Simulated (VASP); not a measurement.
Here is a VASP 6.6.1 calculation.

The input INCAR:

```
ALGO = Normal
EDIFF = 1E-6
ENCUT = 520
GGA = PE
ISIF = 2
ISMEAR = -1
ISPIN = 2
LASPH = T
LCHARG = F
LORBIT = 11
LREAL = Auto
LWAVE = F
MAGMOM = 0 0 0 0 0 0 0 0 0 0 0 0 0 0 0 0 1
NBANDS = 52
NELM = 150
PREC = Accurate
SIGMA = 0.05
```

File KPOINTS:

```
k-points
0
Gamma
  2 2 2
```

File POSCAR:

```
Si16C
1.0
    0.0000000000      5.4300000000      5.4300000000
    5.4300000000      0.0000000000      5.4300000000
    5.4300000000      5.4300000000      0.0000000000
Si C
16 1
Direct
   -0.0154511971      0.0172007366      0.0314548803
    0.1383793738      0.1334438306      0.1163720074
    0.0003314917      0.0830755064      0.4856169429
    0.1113627993      0.1941804788      0.6377348066
    0.0350000000      0.5106353591     -0.0051104972
    0.1244290976      0.6270810313      0.1722191529
   -0.0401657459      0.5800736648      0.5513812155
    0.1448895028      0.7061786372      0.6016114180
    0.5030294659     -0.0009300184     -0.0007090239
    0.6293554328      0.1053959484      0.1626519337
    0.4878084715      0.0238489871      0.5298158379
    0.6249539595      0.1418416206      0.6365193370
    0.4785174954      0.4643001842      0.0331583794
    0.6629281768      0.6203867403      0.0508471455
    0.4954051565      0.5103406998      0.4174309392
    0.5825230203      0.5281399632      0.6749723757
    0.6880202578      0.7596961326      0.5502117864
```

Potentials or basis: VASP PAW PBE potentials, release 64 (Si, C).

Launch:

```sh
$ cat potpaw_PBE.64/Si/POTCAR potpaw_PBE.64/C/POTCAR > POTCAR
$ mpirun -np 1 vasp_std > vasp.out
```

Q: Predict the largest force.

A: 2.379 eV/Å.

Q: Predict the pressure.

A: 1.8 GPa.

Q: Estimate the net moment.

A: 0.00 μB per cell.

Forces in eV/Å, atoms in the order of the input:
```
Si  -2.125 -0.059  0.343
Si   1.416  0.224  0.652
Si  -0.213  0.080 -0.615
Si   0.735  0.153 -1.057
Si  -0.030 -0.637  0.451
Si   0.709 -1.025 -0.355
Si  -0.608 -0.671  0.358
Si  -0.129  1.196 -0.355
Si  -0.013  1.467  0.048
Si  -0.109 -0.946 -1.429
Si  -0.476  0.050  0.285
Si   0.143 -0.443  1.618
Si   0.147 -0.008  0.827
Si   0.475  0.024  0.723
Si   1.300  0.990 -0.775
Si  -0.310 -1.255  1.304
C   -0.912  0.860 -2.021
```

Caveat: the k points lie up to 0.50 Å⁻¹ apart; the atoms stand as in a frame of molecular dynamics.
